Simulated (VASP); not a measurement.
# MgO (P6_3/mmc) in VASP: further runs

MgO is run at these levels: PBE, LDA; tasks: single point.

All numbers are computed with VASP 6.6.1; they aren't measurements. Logs are shortened: lines on timing, memory, paths and dates and some standing lists are left out, and cuts for length are marked.

## 1. The cell of the first run

Symmetry: P6_3/mmc, No. 194, hexagonal system. Conventional cell: a = 3.484 Å, b = 3.484 Å, c = 4.185 Å, α = 90.00°, β = 90.00°, γ = 120.00°. Within 2.7 Å of Mg (site symmetry -6m2) lie 5 O at 2.01 to 2.09 Å. Within 2.7 Å of O (site symmetry -6m2) lie 5 Mg at 2.01 to 2.09 Å.

## 2. Single point, PBE

Contents of INCAR:

```
SYSTEM = MgO
PREC = Accurate
ENCUT = 520
EDIFF = 1E-6
ISMEAR = 0
SIGMA = 0.01
LREAL = .False.
LASPH = .True.
NELM = 100
ALGO = Normal
ISIF = 2
LWAVE = .False.
LCHARG = .False.
GGA = PE
NBANDS = 16
```

Contents of KPOINTS:

```
Automatic mesh
0
Gamma
  6 6 4
  0 0 0
```

Contents of POSCAR:

```
MgO
1.0
    3.4840197800      0.0000000000      0.0000000000
   -1.7420098900      3.0172496368      0.0000000000
    0.0000000000      0.0000000000      4.1853204555
Mg O
2 2
Direct
    0.3333333333      0.6666666667      0.2500000000
    0.6666666667      0.3333333333      0.7500000000
    0.6666666667      0.3333333333      0.2500000000
    0.3333333333      0.6666666667      0.7500000000
```

Potentials or basis: VASP PAW PBE potentials, release 64 (Mg, O).

Run with:

```
cat potpaw_PBE.64/Mg/POTCAR potpaw_PBE.64/O/POTCAR > POTCAR
mpirun -np 1 vasp_std > vasp.out
```

OUTCAR:

```text
SYSTEM = MgO
   PREC = Accurate
   ENCUT = 520
   EDIFF = 1E-6
   ISMEAR = 0
   LREAL = .False.
   LASPH = .True.
   NELM = 100
   ISIF = 2
   GGA = PE

 ion  position               nearest neighbor table
   1  0.333  0.667  0.250-   3 2.01   3 2.01   3 2.01   4 2.09   4 2.09   2 2.90   2 2.90   2 2.90
                             2 2.90   2 2.90   2 2.90
   2  0.667  0.333  0.750-   4 2.01   4 2.01   4 2.01   3 2.09   3 2.09   1 2.90   1 2.90   1 2.90
                             1 2.90   1 2.90   1 2.90
   3  0.667  0.333  0.250-   1 2.01   1 2.01   1 2.01   2 2.09   2 2.09
   4  0.333  0.667  0.750-   2 2.01   2 2.01   2 2.01   1 2.09   1 2.09

  LATTYP: Found a hexagonal cell.
 ALAT       =     3.4840197800
 C/A-ratio  =     1.2012906699

  Lattice vectors:

 A1 = (   3.4840197800,   0.0000000000,   0.0000000000)
 A2 = (  -1.7420098900,   3.0172496368,   0.0000000000)
 A3 = (   0.0000000000,   0.0000000000,   4.1853204555)

Analysis of symmetry for initial positions (statically):
=====================================================================
 Subroutine PRICEL returns:
 Original cell was already a primitive cell.

 Routine SETGRP: Setting up the symmetry group for a
 hexagonal supercell.

 Subroutine GETGRP returns: Found 24 space group operations
 (whereof 12 operations were pure point group operations)
 out of a pool of 24 trial point group operations.

The static configuration has the point symmetry D_3d.
 The point group associated with its full space group is D_6h.

Analysis of symmetry for dynamics (positions and initial velocities):
=====================================================================
 Subroutine PRICEL returns:
 Original cell was already a primitive cell.

 Routine SETGRP: Setting up the symmetry group for a
 hexagonal supercell.

 Subroutine GETGRP returns: Found 24 space group operations
 (whereof 12 operations were pure point group operations)
 out of a pool of 24 trial point group operations.

The dynamic configuration has the point symmetry D_3d.
 The point group associated with its full space group is D_6h.

 Subroutine INISYM returns: Found 24 space group operations
 (whereof 12 operations are pure point group operations),
 and found     1 'primitive' translations

----------------------------------------------------------------------------------------

                                     Primitive cell

  volume of cell :      43.9967

  direct lattice vectors                    reciprocal lattice vectors
     3.484019780  0.000000000  0.000000000     0.287024777  0.165713832  0.000000000
    -1.742009890  3.017249637  0.000000000     0.000000000  0.331427664  0.000000000
     0.000000000  0.000000000  4.185320456     0.000000000  0.000000000  0.238930331

  length of vectors
     3.484019780  3.484019780  4.185320456     0.331427664  0.331427664  0.238930331

  position of ions in fractional coordinates (direct lattice)
     0.333333333  0.666666667  0.250000000
     0.666666667  0.333333333  0.750000000
     0.666666667  0.333333333  0.250000000
     0.333333333  0.666666667  0.750000000

  ion indices of the primitive-cell ions
   primitive index   ion index
                 1           1
                 2           2
                 3           3
                 4           4

----------------------------------------------------------------------------------------

 KPOINTS: Automatic mesh

Automatic generation of k-mesh.
 Grid dimensions read from file:
 generate k-points for:    6    6    4

 Generating k-lattice:

  Cartesian coordinates                     Fractional coordinates (reciprocal lattice)
     0.047837463  0.027618972  0.000000000     0.166666667  0.000000000  0.000000000
     0.000000000  0.055237944  0.000000000     0.000000000  0.166666667  0.000000000
     0.000000000  0.000000000  0.059732583     0.000000000  0.000000000  0.250000000

  Length of vectors
     0.055237944  0.055237944  0.059732583

  Shift w.r.t. Gamma in fractional coordinates (k-lattice)
     0.000000000  0.000000000  0.000000000

 Subroutine IBZKPT returns following result:
 ===========================================

 Found     21 irreducible k-points:

 Following reciprocal coordinates:
            Coordinates               Weight
  0.000000  0.000000  0.000000      1.000000
  0.166667  0.000000  0.000000      6.000000
  0.333333  0.000000  0.000000      6.000000
  0.500000  0.000000  0.000000      3.000000
  0.166667  0.166667  0.000000      6.000000
  0.333333  0.166667  0.000000     12.000000
[... 13 lines left out ...]
  0.333333  0.166667  0.500000     12.000000
  0.333333  0.333333  0.500000      2.000000
   k-points           NKPTS =     21   k-points in BZ     NKDIM =     21   number of bands    NBANDS=     16
   number of dos      NEDOS =    301   number of ions     NIONS =      4
   total plane-waves  NPLWV =  25088
   dimension x,y,z NGX =    28 NGY =   28 NGZ =   32
   dimension x,y,z NGXF=    56 NGYF=   56 NGZF=   64
   ions per type =               2   2
   NGX,Y,Z   is equivalent  to a cutoff of  13.36, 13.36, 12.71 a.u.
   NGXF,Y,Z  is equivalent  to a cutoff of  26.72, 26.72, 25.42 a.u.
 SYSTEM =  MgO
   PREC   = accura    normal or accurate (medium, high low for compatibility)
   ISTART =      0    job   : 0-new  1-cont  2-samecut
   ICHARG =      2    charge: 1-file 2-atom 10-const
   ISPIN  =      1    spin polarized calculation?
   LNONCOLLINEAR =      F non collinear calculations
   LSORBIT =      F    spin-orbit coupling
   LASPH  =      T    aspherical Exc in radial PAW
   ENCUT  =  520.0 eV  38.22 Ry    6.18 a.u.   6.48  6.48  7.78*2*pi/ulx,y,z
   NELM   =    100;   NELMIN=  2; NELMDL= -5     # of ELM steps
   EDIFF  = 0.1E-05   stopping-criterion for ELM
   LREAL  =      F    real-space projection
   EDIFFG = 0.1E-04   stopping-criterion for IOM
   NSW    =      0    number of steps for IOM
   IBRION =     -1    ionic relax: 0-MD 1-quasi-New 2-CG
   NFREE  =      0    steps in history (QN), initial steepest desc. (CG)
   ISIF   =      2    stress and relaxation
   ISYM   =      2    0-nonsym 1-usesym 2-fastsym
   POTIM  = 0.5000    time-step for ionic-motion
   TEBEG  =    0.0;   TEEND  =   0.0 temperature during run
   PSTRESS=    0.0 pullay stress
   NELECT =      16.0000    total number of electrons
   NUPDOWN=      -1.0000    fix difference up-down
   EMIN   =  10.00;   EMAX   =-10.00  energy-range for DOS
   EFERMI =   0.00;   METHOD = LEGACY
   ISMEAR =     0;   SIGMA  =   0.01  broadening in eV -4-tet -1-fermi 0-gaus
   EFERMI_NEDOS =   21; number of points for ismear=-14 and -15
   IALGO  =     38    algorithm
   IMIX   =      4    mixing-type and parameters
     AMIX     =   0.40;   BMIX     =  1.00
     AMIX_MAG =   1.60;   BMIX_MAG =  1.00
  volume/ion in A,a.u.               =      11.00        74.23
  Fermi-wavevector in a.u.,A,eV,Ry     =   1.168534  2.208209 18.578366  1.365471
  Thomas-Fermi vector in A             =   2.305019
   LORBIT       =      0    0 simple, 1 ext, 2 COOP (PROOUT), +10 PAW based schemes
   GGA     = PE    functional components
   LHFCALC =     F    Hartree Fock is set to
   AEXX    =    0.0000 exact exchange contribution
   IVDW    =     0    specifies the selected vdW correction
   LEPSILON=     F    determine dielectric tensor
   LRPA    =     F    only Hartree local field effects (RPA)
 non-spin polarized calculation
 Gauss-broadening in eV      SIGMA  =   0.01
  energy-cutoff  :      520.00
  volume of cell :       44.00
 maximum number of plane-waves:      1204
 NGX is ok and might be reduce to    28
   NGX = 13   NGY = 13   NGZ = 15

 number of electron      15.9999998 magnetization

 Free energy of the ion-electron system (eV)
  ---------------------------------------------------
  ext. energy  EPLUGINS =         0.00000000
  ---------------------------------------------------
  free energy    TOTEN  =       -23.65783072 eV

  energy without entropy =      -23.65783072  energy(sigma->0) =      -23.65783072

 E-fermi :   2.0800     XC(G=0): -10.0731

 val. band max:        2.0086834581   @ k =   0.0000   0.0000   0.0000
 cond. band min:       5.4427260639   @ k =   0.0000   0.0000   0.0000
 fundamental gap:      3.4340426057
 Fermi energy:         2.0800061743

 k-point     1 :       0.0000    0.0000    0.0000
  band No.  band energies     occupation
      1     -14.9311      2.00000
      2     -13.5358      2.00000
      3      -1.6406      2.00000
      4       0.2726      2.00000
      5       0.2726      2.00000
      6       1.1985      2.00000
[... 8 lines left out ...]
     15      17.6356      0.00000
     16      17.6839      0.00000

 k-point     2 :       0.1667    0.0000    0.0000
  band No.  band energies     occupation
      1     -14.7978      2.00000
      2     -13.5607      2.00000
      3      -1.4260      2.00000
      4      -0.1737      2.00000
      5       0.0805      2.00000
      6       0.6663      2.00000
[... 8 lines left out ...]
     15      16.6426      0.00000
     16      16.8353      0.00000

 k-point     3 :       0.3333    0.0000    0.0000
  band No.  band energies     occupation
      1     -14.4730      2.00000
      2     -13.6631      2.00000
      3      -1.1312      2.00000
      4      -0.8554      2.00000
      5      -0.2119      2.00000
      6       0.1929      2.00000
[... 8 lines left out ...]
     15      16.1401      0.00000
     16      16.6750      0.00000

 k-point     4 :       0.5000    0.0000    0.0000
  band No.  band energies     occupation
      1     -14.2326      2.00000
      2     -13.7899      2.00000
      3      -1.5594      2.00000
      4      -0.3639      2.00000
      5      -0.3341      2.00000
      6       0.0358      2.00000
[... 8 lines left out ...]
     15      16.7071      0.00000
     16      16.7791      0.00000
[... 267 lines left out ...]
 k-point    19 :       0.1667    0.1667    0.5000
  band No.  band energies     occupation
      1     -14.0607      2.00000
      2     -14.0607      2.00000
      3      -1.3781      2.00000
      4      -1.3781      2.00000
      5       0.3651      2.00000
      6       0.3651      2.00000
[... 8 lines left out ...]
     15      17.6077      0.00000
     16      17.6077      0.00000

 k-point    20 :       0.3333    0.1667    0.5000
  band No.  band energies     occupation
      1     -13.9504      2.00000
      2     -13.9504      2.00000
      3      -1.7039      2.00000
      4      -1.7039      2.00000
      5       0.0012      2.00000
      6       0.0012      2.00000
[... 8 lines left out ...]
     15      18.0783      0.00000
     16      18.0783      0.00000

 k-point    21 :       0.3333    0.3333    0.5000
  band No.  band energies     occupation
      1     -13.9136      2.00000
      2     -13.9136      2.00000
      3      -1.5900      2.00000
      4      -1.5900      2.00000
      5      -0.4783      2.00000
      6      -0.4783      2.00000
[... 8 lines left out ...]
     15      19.5334      0.00000
     16      19.5334      0.00000

------------------------ aborting loop because EDIFF is reached ----------------------------------------

  FORCE on cell =-STRESS in cart. coord.  units (eV):
  Direction    XX          YY          ZZ          XY          YZ          ZX
  --------------------------------------------------------------------------------------
  -------------------------------------------------------------------------------------
  Total        1.0507294      1.0507294      1.1794685      0.0000000      0.0000000      0.0000000
  in kB       38.2631647     38.2631647     42.9513037      0.0000000      0.0000000      0.0000000
  external PRESSURE =      39.8258777 kB  Pullay stress =       0.0000000 kB

 VOLUME and BASIS-vectors are now :
 -----------------------------------------------------------------------------
  energy-cutoff  :      520.00
  volume of cell :       44.00
      direct lattice vectors                 reciprocal lattice vectors
     3.484019780  0.000000000  0.000000000     0.287024777  0.165713832  0.000000000
    -1.742009890  3.017249637  0.000000000     0.000000000  0.331427664  0.000000000
     0.000000000  0.000000000  4.185320456     0.000000000  0.000000000  0.238930331

 POSITION                                       TOTAL-FORCE (eV/Angst)
 -----------------------------------------------------------------------------------
     -0.00000      2.01150      1.04633        -0.000000     -0.000000      0.000000
      1.74201      1.00575      3.13899         0.000000      0.000000      0.000000
      1.74201      1.00575      1.04633         0.000000      0.000000      0.000000
     -0.00000      2.01150      3.13899        -0.000000      0.000000      0.000000
 -----------------------------------------------------------------------------------
    total drift:                                0.000000     -0.000000      0.000000

  FREE ENERGIE OF THE ION-ELECTRON SYSTEM (eV)
  ---------------------------------------------------
  free  energy   TOTEN  =       -23.6578307248 eV

  energy  without entropy=      -23.6578307248  energy(sigma->0) =      -23.65783072
```

Wall time 23 s (1 thread of Intel Xeon Platinum 8259CL at 2.50GHz (Skylake/Cascade Lake), shared host); peak memory 0.16 GiB.

Results:

```yaml
Free_energy: -23.6578 eV
Pressure: 4.0 GPa
Band_gap_on_the_k_mesh: 3.43 eV, direct
```

Levels at points of the mesh, in eV from the valence-band top:
```
           k point  band 5  band 6  band 7  band 8  band 9  band 10  band 11  band 12
(0.00, 0.00, 0.00)   -1.74   -0.81   -0.81    0.00    3.43     9.47    12.23    12.55
(0.50, 0.00, 0.00)   -2.34   -1.97   -1.30   -0.53    7.00     9.08     9.85    12.11
(0.00, 0.00, 0.50)   -1.29   -1.29   -1.29   -1.29    6.46     6.46    12.91    12.91
(0.50, 0.00, 0.50)   -1.54   -1.54   -0.82   -0.82    7.33     7.33    11.97    11.97
```

(Part 1 of 2 ends here.)
